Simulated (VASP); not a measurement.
Here is a VASP 6.6.1 calculation.

POSCAR

```
WS
1.0
    0.0000000000      2.9594703353      2.9594703353
    2.9594703353      0.0000000000      2.9594703353
    2.9594703353      2.9594703353      0.0000000000
W S
1 1
Direct
    0.0000000000      0.0000000000      0.0000000000
    0.2500000000      0.2500000000      0.2500000000
```

File INCAR.step1:

```
ALGO = Normal
EDIFF = 1E-4
ENCUT = 520
GGA = PE
ISMEAR = 0
ISPIN = 2
LASPH = T
LCHARG = F
LDAU = T
LDAUJ = 0 0
LDAUL = 2 -1
LDAUTYPE = 2
LDAUU = 6.2 0
LMAXMIX = 4
LREAL = F
LWAVE = T
MAGMOM = 0.5 0
NBANDS = 21
NELM = 150
PREC = Accurate
SIGMA = 0.1
```

Contents of INCAR.step2:

```
ALGO = Normal
EDIFF = 1E-6
ENCUT = 520
ISIF = 2
ISMEAR = 0
ISPIN = 2
ISTART = 1
LASPH = T
LCHARG = F
LDAU = T
LDAUJ = 0 0
LDAUL = 2 -1
LDAUPRINT = 1
LDAUTYPE = 2
LDAUU = 6.2 0
LMAXMIX = 4
LMIXTAU = T
LORBIT = 11
LREAL = F
LWAVE = F
MAGMOM = 0.5 0
METAGGA = R2SCAN
NBANDS = 21
NELM = 150
PREC = Accurate
SIGMA = 0.1
```

The input KPOINTS:

```
k-points
0
Gamma
  12 12 12
```

Potentials or basis: VASP PAW PBE potentials, release 64 (W_sv, S).

Run with:

```console
$ cat potpaw_PBE.64/W_sv/POTCAR potpaw_PBE.64/S/POTCAR > POTCAR
$ cp INCAR.step1 INCAR
$ mpirun -np 1 vasp_std > vasp.out
$ cp INCAR.step2 INCAR
$ mpirun -np 1 vasp_std > vasp.out
```

Task: Predict the band gap on the k mesh.

Result: Zero (filled and empty bands overlap).

Task: What does it give for the site moments?

Result: W +3.25; S -0.21 μB.

Task: What does it give for the pressure?

Result: -1.7 GPa.

Eigenvalues of the final occupation matrices:
```
    site  spin  trace               eigenvalues
site 1 d     1   3.29  0.59 0.59 0.59 0.76 0.76
site 1 d     2   0.17  0.01 0.01 0.05 0.05 0.05
```

Caveat: the PAW data sets were made with another functional, which shifts forces and pressure a little; spin-orbit coupling is left out, which moves the levels of the heavy elements.
